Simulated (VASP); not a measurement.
Crystal: Si2Sn3.

```
CELL_PARAMETERS angstrom
3.04326 0.00000 0.00000
-1.52163 2.63554 0.00000
0.00000 0.00000 14.28899
ATOMIC_POSITIONS crystal
Si 0.00000 0.00000 0.60000
Si 0.00000 0.00000 0.40000
Sn 0.00000 0.00000 0.80000
Sn 0.00000 0.00000 0.00000
Sn 0.00000 0.00000 0.20000
```

| Item | Value |
| --- | --- |
| Program | VASP 6.6.1 |
| Task | relaxation of cell and atoms |
| Functional | PBE |
| Potentials or basis | VASP PAW PBE potentials, release 64 (Si, Sn_d) |
| Cutoff | 600 eV |
| k mesh | 6 × 6 × 2 |
| Occupations | gaussian, width 0.1 eV |
| Spin | no spin polarisation |

At the start: pressure 4.4 GPa; volume 22.92 Å³/atom.

Question: Where does the relaxation end?

Answer: Over 19 steps the energy falls by 97.2 meV/atom and the volume is 24.03 Å³/atom (+4.8 %); space group P6/mmm (No. 191, to 0.1 Å) before and after.

Step by step:
| step | energy change (eV) | largest force (eV/Å) | pressure (GPa) | volume (Å³) |
| --- | --- | --- | --- | --- |
| 1 | 0.0000 | 1.1460 | 4.42 | 114.61 |
| 2 | -0.2184 | 0.4166 | -1.51 | 125.26 |
| 3 | -0.2403 | 0.5513 | -0.30 | 122.21 |
| 4 | -0.2408 | 0.5339 | -0.45 | 122.54 |
| 5 | -0.2954 | 0.4339 | -0.55 | 122.33 |
| 6 | -0.3791 | 0.2893 | -0.50 | 121.66 |
| 7 | -0.4116 | 0.1477 | 0.08 | 120.51 |
| 8 | -0.4148 | 0.0890 | 0.35 | 120.02 |
| 9 | -0.4182 | 0.0558 | 0.14 | 120.47 |
| 10 | -0.4216 | 0.0932 | -0.49 | 121.82 |
| 11 | -0.4239 | 0.1061 | -0.46 | 121.73 |
| 12 | -0.4279 | 0.1531 | -0.44 | 121.47 |
| 13 | -0.4679 | 0.4572 | -0.35 | 120.93 |
| 14 | -0.4663 | 0.1938 | -0.42 | 121.36 |
| 15 | -0.4712 | 0.2837 | -0.44 | 121.15 |
| 16 | -0.4785 | 0.2783 | -0.01 | 120.25 |
| 17 | -0.4790 | 0.2628 | 0.08 | 120.02 |
| 18 | -0.4840 | 0.1314 | 0.05 | 120.08 |
| 19 | -0.4858 | 0.0116 | 0.02 | 120.14 |

Final structure:
```yaml
crystal:
  lattice:
    - [3.08882, 0.00000, 0.00000]
    - [-1.54441, 2.67500, 0.00000]
    - [0.00000, 0.00000, 14.54060]
  atoms:
    - { symbol: Si, position: [0.00000, 0.00000, 0.58378] }
    - { symbol: Si, position: [0.00000, 0.00000, 0.41622] }
    - { symbol: Sn, position: [0.00000, 0.00000, 0.77791] }
    - { symbol: Sn, position: [0.00000, 0.00000, 0.00000] }
    - { symbol: Sn, position: [0.00000, 0.00000, 0.22209] }
```

Caveat: the k points lie up to 0.39 Å⁻¹ apart in the final cell; the highest band is partly filled, so the run has too few bands.
